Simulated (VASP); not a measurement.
# TaWC2 (R-3m) in VASP: a series of runs

TaWC2 is run at these levels: LDA+U; tasks: single point.

All numbers are computed with VASP 6.6.1; they aren't measurements. Logs are shortened: lines on timing, memory, paths and dates and some standing lists are left out, and cuts for length are marked.

## Step 1: The cell of the first run

Symmetry: R-3m, No. 166, trigonal system. Conventional cell: a = 3.144 Å, b = 3.144 Å, c = 15.305 Å, α = 90.00°, β = 90.00°, γ = 120.00°. W (site symmetry -3m) has 6 C at 2.21 Å within 2.9 Å. Ta (site symmetry -3m) has 6 C at 2.23 Å within 2.9 Å. C (site symmetry 3m) has 3 W at 2.21 Å and 3 Ta at 2.23 Å within 2.9 Å.

## Step 2: Single point, LDA+U

INCAR

```
SYSTEM = TaWC2
PREC = Accurate
ENCUT = 520
EDIFF = 1E-7
ISMEAR = -1
SIGMA = 0.05
LREAL = .False.
LASPH = .True.
NELM = 150
ALGO = Normal
ISIF = 2
LWAVE = .False.
LCHARG = .False.
LMAXMIX = 4
LDAU = .True.
LDAUTYPE = 2
LDAUL = 2 2 -1
LDAUU = 2 2 0
LDAUJ = 0 0 0
LDAUPRINT = 1
GGA = CA
NBANDS = 24
```

KPOINTS

```
regular mesh
0
Gamma
  10 10 10
  0 0 0
```

POSCAR

```
TaWC2
1.0
    1.5718551461      0.9075109917      5.1016196719
   -1.5718551461      0.9075109917      5.1016196719
    0.0000000000     -1.8150219835      5.1016196719
W Ta C
1 1 2
Direct
    0.0000000000      0.0000000000      0.0000000000
    0.5000000000      0.5000000000      0.5000000000
    0.2509330000      0.2509330000      0.2509330000
    0.7490670000      0.7490670000      0.7490670000
```

Potentials or basis: VASP PAW LDA potentials, release 64 (W_sv, Ta_pv, C).

On the command line:

```sh
$ cat potpaw_LDA.64/W_sv/POTCAR potpaw_LDA.64/Ta_pv/POTCAR potpaw_LDA.64/C/POTCAR > POTCAR
$ mpirun -np 1 vasp_std > vasp.out
```

OUTCAR:

```text
SYSTEM = TaWC2
   PREC = Accurate
   ENCUT = 520
   EDIFF = 1E-7
   ISMEAR = -1
   LREAL = .False.
   LASPH = .True.
   NELM = 150
   ISIF = 2
   GGA = CA

 ion  position               nearest neighbor table
   1  0.000  0.000  0.000-   4 2.21   4 2.21   3 2.21   3 2.21   4 2.21   3 2.21   2 3.13   2 3.13
                             2 3.13   2 3.13   2 3.13   2 3.13
   2  0.500  0.500  0.500-   3 2.23   3 2.23   4 2.23   4 2.23   3 2.23   4 2.23   1 3.13   1 3.13
                             1 3.13   1 3.13   1 3.13   1 3.13
   3  0.251  0.251  0.251-   1 2.21   1 2.21   1 2.21   2 2.23   2 2.23   2 2.23
   4  0.749  0.749  0.749-   1 2.21   1 2.21   1 2.21   2 2.23   2 2.23   2 2.23

  LATTYP: Found a trigonal (rhomboedric) cell.
 ALAT       =     5.4148710120
 COS(alpha) =     0.8314693846

  Lattice vectors:

 A1 = (   1.5718551461,   0.9075109917,   5.1016196719)
 A2 = (  -1.5718551461,   0.9075109917,   5.1016196719)
 A3 = (   0.0000000000,  -1.8150219835,   5.1016196719)

Analysis of symmetry for initial positions (statically):
=====================================================================
 Subroutine PRICEL returns:
 Original cell was already a primitive cell.

 Routine SETGRP: Setting up the symmetry group for a
 trigonal (rhombohedral) supercell.

 Subroutine GETGRP returns: Found 12 space group operations
 (whereof 12 operations were pure point group operations)
 out of a pool of 12 trial point group operations.

The static configuration has the point symmetry D_3d.

Analysis of symmetry for dynamics (positions and initial velocities):
=====================================================================
 Subroutine PRICEL returns:
 Original cell was already a primitive cell.

 Routine SETGRP: Setting up the symmetry group for a
 trigonal (rhombohedral) supercell.

 Subroutine GETGRP returns: Found 12 space group operations
 (whereof 12 operations were pure point group operations)
 out of a pool of 12 trial point group operations.

The dynamic configuration has the point symmetry D_3d.

 Subroutine INISYM returns: Found 12 space group operations
 (whereof 12 operations are pure point group operations),
 and found     1 'primitive' translations

----------------------------------------------------------------------------------------

                                     Primitive cell

  volume of cell :      43.6640

  direct lattice vectors                    reciprocal lattice vectors
     1.571855146  0.907510992  5.101619672     0.318095469  0.183652505  0.065338727
    -1.571855146  0.907510992  5.101619672    -0.318095469  0.183652505  0.065338727
     0.000000000 -1.815021984  5.101619672     0.000000000 -0.367305009  0.065338727

  length of vectors
     5.414871012  5.414871012  5.414871012     0.373071198  0.373071198  0.373071198

  position of ions in fractional coordinates (direct lattice)
     0.000000000  0.000000000  0.000000000
     0.500000000  0.500000000  0.500000000
     0.250933000  0.250933000  0.250933000
     0.749067000  0.749067000  0.749067000

  ion indices of the primitive-cell ions
   primitive index   ion index
                 1           1
                 2           2
                 3           3
[... 100 lines left out ...]
   U (eV)           for each species LDAUU =   2.0  2.0  0.0
   J (eV)           for each species LDAUJ =   0.0  0.0  0.0
   GGA     = CA    functional components
   LHFCALC =     F    Hartree Fock is set to
   AEXX    =    0.0000 exact exchange contribution
   IVDW    =     0    specifies the selected vdW correction
   LEPSILON=     F    determine dielectric tensor
   LRPA    =     F    only Hartree local field effects (RPA)
 non-spin polarized calculation
  energy-cutoff  :      520.00
  volume of cell :       43.66
 maximum number of plane-waves:      1190
   NGX = 21   NGY = 21   NGZ = 21

atom =   1  type =  1  l = 2

 onsite density matrix

spin component  1

  0.3277 -0.0000  0.0000 -0.0056  0.0000
 -0.0000  0.3504 -0.0000 -0.0000 -0.0056
  0.0000 -0.0000  0.3387 -0.0000  0.0000
 -0.0056 -0.0000 -0.0000  0.3504  0.0000
  0.0000 -0.0056  0.0000  0.0000  0.3277

spin component  2

  0.3277 -0.0000  0.0000 -0.0056  0.0000
 -0.0000  0.3504 -0.0000 -0.0000 -0.0056
  0.0000 -0.0000  0.3387 -0.0000  0.0000
 -0.0056 -0.0000 -0.0000  0.3504  0.0000
  0.0000 -0.0056  0.0000  0.0000  0.3277

 occupancies and eigenvectors

  o =  0.3264  v =  0.9739 -0.0000  0.0000  0.2268 -0.0000  0.0000  0.0000  0.0000  0.0000  0.0000      0.0000  0.0000  0.0000  0.0000  0.0000  0.0000  0.0000  0.0000  0.0000  0.0000
  o =  0.3264  v =  0.0000  0.0000  0.0000  0.0000  0.0000  0.9739 -0.0000  0.0000  0.2268 -0.0000      0.0000  0.0000  0.0000  0.0000  0.0000  0.0000  0.0000  0.0000  0.0000  0.0000
  o =  0.3264  v =  0.0000  0.2268 -0.0000  0.0000  0.9739  0.0000  0.0000  0.0000  0.0000  0.0000      0.0000  0.0000  0.0000  0.0000  0.0000  0.0000  0.0000  0.0000  0.0000  0.0000
  o =  0.3264  v =  0.0000  0.0000  0.0000  0.0000  0.0000  0.0000  0.2268 -0.0000  0.0000  0.9739      0.0000  0.0000  0.0000  0.0000  0.0000  0.0000  0.0000  0.0000  0.0000  0.0000
  o =  0.3387  v =  0.0000  0.0000  0.0000  0.0000  0.0000 -0.0000 -0.0000 -1.0000 -0.0000 -0.0000      0.0000  0.0000  0.0000  0.0000  0.0000  0.0000  0.0000  0.0000  0.0000  0.0000
  o =  0.3387  v = -0.0000 -0.0000 -1.0000 -0.0000 -0.0000  0.0000  0.0000  0.0000  0.0000  0.0000      0.0000  0.0000  0.0000  0.0000  0.0000  0.0000  0.0000  0.0000  0.0000  0.0000
  o =  0.3517  v =  0.0000  0.0000  0.0000  0.0000  0.0000  0.2268 -0.0001  0.0000 -0.9739  0.0000      0.0000  0.0000  0.0000  0.0000  0.0000  0.0000  0.0000  0.0000  0.0000  0.0000
  o =  0.3517  v =  0.2268 -0.0001  0.0000 -0.9739  0.0000  0.0000  0.0000  0.0000  0.0000  0.0000      0.0000  0.0000  0.0000  0.0000  0.0000  0.0000  0.0000  0.0000  0.0000  0.0000
  o =  0.3517  v = -0.0000 -0.9739  0.0000  0.0001  0.2268  0.0000  0.0000  0.0000  0.0000  0.0000      0.0000  0.0000  0.0000  0.0000  0.0000  0.0000  0.0000  0.0000  0.0000  0.0000
  o =  0.3517  v =  0.0000  0.0000  0.0000  0.0000  0.0000 -0.0000 -0.9739  0.0000  0.0001  0.2268      0.0000  0.0000  0.0000  0.0000  0.0000  0.0000  0.0000  0.0000  0.0000  0.0000

atom =   2  type =  2  l = 2

 onsite density matrix

spin component  1

  0.2449  0.0000  0.0000  0.0328 -0.0000
  0.0000  0.2424 -0.0000 -0.0000  0.0328
  0.0000 -0.0000  0.2193  0.0000  0.0000
  0.0328 -0.0000  0.0000  0.2424  0.0000
 -0.0000  0.0328  0.0000  0.0000  0.2449

spin component  2

  0.2449  0.0000  0.0000  0.0328 -0.0000
  0.0000  0.2424 -0.0000 -0.0000  0.0328
  0.0000 -0.0000  0.2193  0.0000  0.0000
  0.0328 -0.0000  0.0000  0.2424  0.0000
 -0.0000  0.0328  0.0000  0.0000  0.2449

 occupancies and eigenvectors

  o =  0.2108  v =  0.0000 -0.7206 -0.0000  0.0000  0.6933  0.0000  0.0000  0.0000  0.0000  0.0000      0.0000  0.0000  0.0000  0.0000  0.0000  0.0000  0.0000  0.0000  0.0000  0.0000
  o =  0.2108  v =  0.0000  0.0000  0.0000  0.0000  0.0000  0.0000 -0.7206 -0.0000  0.0000  0.6933      0.0000  0.0000  0.0000  0.0000  0.0000  0.0000  0.0000  0.0000  0.0000  0.0000
  o =  0.2108  v =  0.0000  0.0000  0.0000  0.0000  0.0000 -0.6933  0.0000  0.0000  0.7206 -0.0000      0.0000  0.0000  0.0000  0.0000  0.0000  0.0000  0.0000  0.0000  0.0000  0.0000
  o =  0.2108  v = -0.6933  0.0000  0.0000  0.7206 -0.0000  0.0000  0.0000  0.0000  0.0000  0.0000      0.0000  0.0000  0.0000  0.0000  0.0000  0.0000  0.0000  0.0000  0.0000  0.0000
  o =  0.2193  v =  0.0000 -0.0000  1.0000  0.0000  0.0000  0.0000  0.0000  0.0000  0.0000  0.0000      0.0000  0.0000  0.0000  0.0000  0.0000  0.0000  0.0000  0.0000  0.0000  0.0000
  o =  0.2193  v =  0.0000  0.0000  0.0000  0.0000  0.0000  0.0000 -0.0000  1.0000  0.0000  0.0000      0.0000  0.0000  0.0000  0.0000  0.0000  0.0000  0.0000  0.0000  0.0000  0.0000
  o =  0.2765  v = -0.7206  0.0000 -0.0000 -0.6933  0.0000  0.0000  0.0000  0.0000  0.0000  0.0000      0.0000  0.0000  0.0000  0.0000  0.0000  0.0000  0.0000  0.0000  0.0000  0.0000
  o =  0.2765  v =  0.0000  0.0000  0.0000  0.0000  0.0000 -0.7206  0.0000 -0.0000 -0.6933  0.0000      0.0000  0.0000  0.0000  0.0000  0.0000  0.0000  0.0000  0.0000  0.0000  0.0000
  o =  0.2765  v =  0.0000 -0.6933 -0.0000 -0.0000 -0.7206  0.0000  0.0000  0.0000  0.0000  0.0000      0.0000  0.0000  0.0000  0.0000  0.0000  0.0000  0.0000  0.0000  0.0000  0.0000
  o =  0.2765  v =  0.0000  0.0000  0.0000  0.0000  0.0000  0.0000 -0.6933 -0.0000 -0.0000 -0.7206      0.0000  0.0000  0.0000  0.0000  0.0000  0.0000  0.0000  0.0000  0.0000  0.0000

 number of electron      33.0000000 magnetization

 Free energy of the ion-electron system (eV)
  ---------------------------------------------------
  ext. energy  EPLUGINS =         0.00000000
  ---------------------------------------------------
  free energy    TOTEN  =       -43.99435577 eV

  energy without entropy =      -43.98004000  energy(sigma->0) =      -43.98719788

 E-fermi :  10.3643     XC(G=0): -13.5799

 val. band max:       10.3555631885   @ k =   0.5000   0.5000   0.2000
 cond. band min:      10.3662602995   @ k =  -0.3000   0.1000  -0.0000
 fundamental gap:      0.0106971111
 Fermi energy:        10.3643082027

 k-point     1 :       0.0000    0.0000    0.0000
  band No.  band energies     occupation
      1     -64.7934      2.00000
      2     -29.2983      2.00000
      3     -29.1164      2.00000
      4     -29.1164      2.00000
      5     -25.5708      2.00000
      6     -25.2042      2.00000
[... 637 lines left out ...]
     23      16.2937      0.00000
     24      16.9992      0.00000

 [... further k-points ...]

------------------------ aborting loop because EDIFF is reached ----------------------------------------

  FORCE on cell =-STRESS in cart. coord.  units (eV):
  Direction    XX          YY          ZZ          XY          YZ          ZX
  --------------------------------------------------------------------------------------
  -------------------------------------------------------------------------------------
  Total       -2.8214356     -2.8214356     -2.7767185      0.0000000      0.0000000     -0.0000000
  in kB     -103.5277989   -103.5277989   -101.8869796      0.0000000      0.0000000     -0.0000000
  external PRESSURE =    -102.9808591 kB  Pullay stress =       0.0000000 kB

 VOLUME and BASIS-vectors are now :
 -----------------------------------------------------------------------------
  energy-cutoff  :      520.00
  volume of cell :       43.66
      direct lattice vectors                 reciprocal lattice vectors
     1.571855146  0.907510992  5.101619672     0.318095469  0.183652505  0.065338727
    -1.571855146  0.907510992  5.101619672    -0.318095469  0.183652505  0.065338727
     0.000000000 -1.815021984  5.101619672     0.000000000 -0.367305009  0.065338727

 POSITION                                       TOTAL-FORCE (eV/Angst)
 -----------------------------------------------------------------------------------
      0.00000      0.00000      0.00000        -0.000000      0.000000     -0.000000
      0.00000     -0.00000      7.65243         0.000000      0.000000     -0.000000
      0.00000     -0.00000      3.84049        -0.000000     -0.000000      0.090760
      0.00000     -0.00000     11.46436        -0.000000      0.000000     -0.090760
 -----------------------------------------------------------------------------------
    total drift:                                0.000000      0.000000      0.000000

  FREE ENERGIE OF THE ION-ELECTRON SYSTEM (eV)
  ---------------------------------------------------
  free  energy   TOTEN  =       -43.9943557653 eV

  energy  without entropy=      -43.9800400042  energy(sigma->0) =      -43.98719788
```

It took 88 s on 1 thread of Intel Xeon 6975P-C (Granite Rapids), shared host; peak memory 0.29 GiB.

Results:

```
Free energy            : -43.9944 eV
Pressure               : -10.3 GPa
Largest force          : 0.091 eV/Å
Band gap on the k mesh : zero (an odd number of electrons rules out a gap without spin polarisation)
```

Forces on the atoms (eV/Å):
```
W    0.000  0.000  0.000
Ta   0.000  0.000  0.000
C    0.000  0.000  0.091
C    0.000  0.000 -0.091
```

Levels at points of the mesh, in eV from the Fermi level:
| k point | band 15 | band 16 | band 17 | band 18 | band 19 | band 20 |
| --- | --- | --- | --- | --- | --- | --- |
| (0.00, 0.00, 0.00) | -2.00 | -0.87 | -0.87 | -0.81 | -0.21 | -0.21 |
| (0.50, 0.00, 0.00) | -4.44 | -1.31 | -0.72 | 1.48 | 2.13 | 3.17 |
| (0.50, 0.50, 0.00) | -2.24 | -2.18 | 1.26 | 1.67 | 1.80 | 2.54 |
| (0.50, 0.50, 0.50) | -4.36 | -0.96 | -0.96 | 0.21 | 0.26 | 0.26 |

Eigenvalues of the final occupation matrices:
| site | spin | trace | eigenvalues |
| --- | --- | --- | --- |
| site 1 d | 1 | 1.69 | 0.33 0.33 0.34 0.35 0.35 |
| site 1 d | 2 | 1.69 | 0.33 0.33 0.34 0.35 0.35 |
| site 2 d | 1 | 1.19 | 0.21 0.21 0.22 0.28 0.28 |
| site 2 d | 2 | 1.19 | 0.21 0.21 0.22 0.28 0.28 |

Caveat: the cell stands under tension; spin-orbit coupling is left out, which moves the levels of the heavy elements; U without spin polarisation on a metal has little footing; the U is typed as a test and isn't derived for this compound.

## Step 3: Single point, LDA+U

INCAR

```
  ALGO = Normal
  EDIFF = 1E-7
  ENCUT = 520
  ISIF = 2
  ISMEAR = -1
  LASPH = T
  LCHARG = F
  LDAU = T
  LDAUJ = 0 0 0
  LDAUL = 2 2 -1
  LDAUPRINT = 1
  LDAUTYPE = 2
  LDAUU = 3 3 0
  LMAXMIX = 4
  LREAL = F
  LWAVE = F
  NBANDS = 24
  NELM = 150
  PREC = Accurate
  SIGMA = 0.05
```

KPOINTS

```
k-points
0
Gamma
  10 10 10
```

POSCAR is that of step 2.

Potentials or basis: VASP PAW LDA potentials, release 64 (W_sv, Ta_pv, C).

On the command line:

```sh
$ cat potpaw_LDA.64/W_sv/POTCAR potpaw_LDA.64/Ta_pv/POTCAR potpaw_LDA.64/C/POTCAR > POTCAR
$ mpirun -np 1 vasp_std > vasp.out
```

It took 1.9 min on 1 thread of Intel Xeon 6975P-C (Granite Rapids), shared host; peak memory 0.29 GiB.

Results (log left out):

```yaml
Free_energy: -41.9782 eV
Pressure: -7.9 GPa
Largest_force: 0.091 eV/Å
Band_gap_on_the_k_mesh: zero (an odd number of electrons rules out a gap without spin polarisation)
```

Forces on the atoms (eV/Å):
```
W    0.000  0.000  0.000
Ta   0.000  0.000  0.000
C    0.000  0.000  0.091
C    0.000  0.000 -0.091
```

Stress tensor (GPa, compression positive):
```
-7.98  0.00  0.00
 0.00 -7.98  0.00
 0.00  0.00 -7.78
```

Levels at points of the mesh, in eV from the Fermi level:
| k point | band 15 | band 16 | band 17 | band 18 | band 19 | band 20 |
| --- | --- | --- | --- | --- | --- | --- |
| (0.00, 0.00, 0.00) | -1.98 | -0.93 | -0.93 | -0.87 | -0.19 | -0.19 |
| (0.50, 0.00, 0.00) | -4.47 | -1.33 | -0.72 | 1.51 | 2.14 | 3.23 |
| (0.50, 0.50, 0.00) | -2.31 | -2.25 | 1.29 | 1.70 | 1.81 | 2.56 |
| (0.50, 0.50, 0.50) | -4.37 | -0.96 | -0.96 | 0.17 | 0.31 | 0.31 |

Eigenvalues of the final occupation matrices:
```csv
site,spin,trace,eigenvalues
site 1 d,1,1.68,0.32 0.32 0.34 0.35 0.35
site 1 d,2,1.68,0.32 0.32 0.34 0.35 0.35
site 2 d,1,1.17,0.21 0.21 0.21 0.27 0.27
site 2 d,2,1.17,0.21 0.21 0.21 0.27 0.27
```

Caveat: the cell stands under tension; spin-orbit coupling is left out, which moves the levels of the heavy elements; U without spin polarisation on a metal has little footing; the U is typed as a test and isn't derived for this compound.

## Step 4: Single point, LDA+U

INCAR

```
PREC = Accurate
ENCUT = 520
EDIFF = 1E-6
ISMEAR = -1
SIGMA = 0.05
LREAL = False
LASPH = True
NELM = 150
ALGO = Normal
ISIF = 2
LWAVE = False
LCHARG = False
LMAXMIX = 4
LDAU = True
LDAUTYPE = 2
LDAUL = 2 2 -1
LDAUU = 4 4 0
LDAUJ = 0 0 0
LDAUPRINT = 1
GGA = CA
NBANDS = 24
```

KPOINTS

```
Automatic mesh
0
Gamma
  10 10 10
```

POSCAR is that of step 3.

On the command line:

```sh
$ cat potpaw_LDA.64/W_sv/POTCAR potpaw_LDA.64/Ta_pv/POTCAR potpaw_LDA.64/C/POTCAR > POTCAR
$ mpirun -np 1 vasp_std > vasp.out
```

Run time: 95 s. Hardware: 1 thread of Intel Xeon 6975P-C (Granite Rapids), shared host; peak memory 0.29 GiB.

The run converged. Its results:

```
Free energy            : -39.9777 eV
Pressure               : -5.5 GPa
Largest force          : 0.087 eV/Å
Band gap on the k mesh : zero (an odd number of electrons rules out a gap without spin polarisation)
```

Forces on the atoms (eV/Å):
```
W    0.000  0.000  0.000
Ta   0.000  0.000  0.000
C    0.000  0.000  0.087
C    0.000  0.000 -0.087
```

Stress tensor (GPa, compression positive):
```
-5.53  0.00  0.00
 0.00 -5.53  0.00
 0.00  0.00 -5.31
```

Levels at points of the mesh, in eV from the Fermi level:
```tsv
k point	band 13	band 14	band 15	band 16	band 17	band 18	band 19	band 20	band 21	band 22
(0.00, 0.00, 0.00)	-2.10	-2.10	-1.96	-0.99	-0.99	-0.93	-0.18	-0.18	2.08	2.08
(0.50, 0.00, 0.00)	-5.54	-4.88	-4.49	-1.36	-0.72	1.54	2.15	3.29	3.72	4.95
(0.50, 0.50, 0.00)	-5.35	-5.10	-2.38	-2.32	1.34	1.73	1.82	2.57	3.65	3.76
(0.50, 0.50, 0.50)	-4.97	-4.39	-4.39	-0.96	-0.96	0.13	0.36	0.36	0.68	4.78
```

Eigenvalues of the final occupation matrices:
| site | spin | trace | eigenvalues |
| --- | --- | --- | --- |
| site 1 d | 1 | 1.67 | 0.32 0.32 0.34 0.35 0.35 |
| site 1 d | 2 | 1.67 | 0.32 0.32 0.34 0.35 0.35 |
| site 2 d | 1 | 1.15 | 0.20 0.20 0.21 0.27 0.27 |
| site 2 d | 2 | 1.15 | 0.20 0.20 0.21 0.27 0.27 |

Caveat: the cell stands under tension; spin-orbit coupling is left out, which moves the levels of the heavy elements; U without spin polarisation on a metal has little footing; the U is typed as a test and isn't derived for this compound.

## Step 5: Summary

```csv
U,gap on the mesh (eV),pressure (GPa),largest force (eV/Å)
"Ta d U = 2.0 eV, W d U = 2.0 eV",none,-10.3,0.09
"Ta d U = 3.0 eV, W d U = 3.0 eV",none,-7.9,0.09
"Ta d U = 4.0 eV, W d U = 4.0 eV",none,-5.5,0.09
```

Alike in all rows: task single point; level LDA+U; potentials or basis VASP PAW LDA potentials, release 64 (W_sv, Ta_pv, C); no spin polarisation; cell as given; k mesh 10 × 10 × 10; cutoff (eV) 520; smearing fermi-dirac 0.05 eV.

Caveats: the cell stands under tension; spin-orbit coupling is left out, which moves the levels of the heavy elements; U without spin polarisation on a metal has little footing; the U is typed as a test and isn't derived for this compound.

Total energies depend on the potentials used, so only differences within one code and one set of settings carry meaning.
